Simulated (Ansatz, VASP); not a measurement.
# InPt3 in VASP and in Ansatz

```
In Pt
1.0
     3.93410    0.00000    0.00000
     0.00000    3.93410    0.00000
     0.00000    0.00000    3.93410
In Pt
1 3
Direct
  0.00000 0.00000 0.00000
  0.50000 0.50000 0.00000
  0.00000 0.50000 0.50000
  0.50000 0.00000 0.50000
```

Change from the starting cell: volume scaled by 0.96, crystal datasets.

Alike in both runs: task electric field gradients; functional PBEsol; k mesh 10 × 10 × 10; occupations fermi-dirac, width 0.05 eV; no spin polarisation.

|  | VASP | Ansatz |
| --- | --- | --- |
| version | VASP 6.6.1 | Ansatz 0.2.0 |
| potentials or method | VASP PAW PBE potentials, release 64 (In_d, Pt), cutoff 520 eV | all-electron PAW with datasets made for the crystal, scalar-relativistic |

VASP gave:

```
pressure (GPa)                                       : 11.4
size of Vzz on the site where it differs most (V/Å²) : 101.6
```

**Question.** What did Ansatz give for the same quantities?

**Answer.** Pressure (GPa): 11.4; size of Vzz on the site where it differs most (V/Å²): 108.3.

VASP's potentials were made for PBE, not for PBEsol. Ansatz ran all-electron here, and VASP with PAW potentials.

Spin-orbit coupling is off throughout.
